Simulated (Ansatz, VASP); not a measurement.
# Pt in VASP and in Ansatz

```
Pt
1.0
     0.00000    1.94683    2.08311
     2.16098    0.00000    2.08311
     2.16098    1.94683    0.00000
Pt
1
Cartesian
  0.0000 0.0000 0.0000
```

Change from the starting cell: normal strain along x +0.1100, normal strain along z +0.0700.

Alike in both runs: task single point; functional LDA; k mesh 20 × 20 × 20; occupations gaussian, width 0.15 eV; no spin polarisation.

|  | VASP | Ansatz |
| --- | --- | --- |
| version | VASP 6.6.1 | Ansatz 0.2.0 |
| potentials or method | VASP PAW LDA potentials, release 64 (Pt), cutoff 520 eV | scalar-relativistic, plane waves, PAW |
| valence electrons in the cell | 10 | 18 |

|  | VASP | Ansatz | Ansatz less VASP |
| --- | --- | --- | --- |
| gap on the k mesh at the Fermi level (eV) | none | none | - |
| pressure (GPa) | -32.1 | -32.5 | -0.41 |
| traceless stress, the component that is largest in VASP (GPa) | -2.35 | -2.33 | +0.020 |

LDA's correlation is that of Perdew and Zunger in VASP and of Perdew and Wang (1992) in Ansatz. A gap of «none» marks a metal or a gap that the smearing closes. Both programs put the cell under strong tension, so it lies far from rest at this level. VASP's potentials hold 10 valence electrons a cell and Ansatz's 18, so a difference there can come from the potentials and not from the codes.

Spin-orbit coupling is off throughout. Noted on VASP's run: the cell as given lies far from equilibrium.
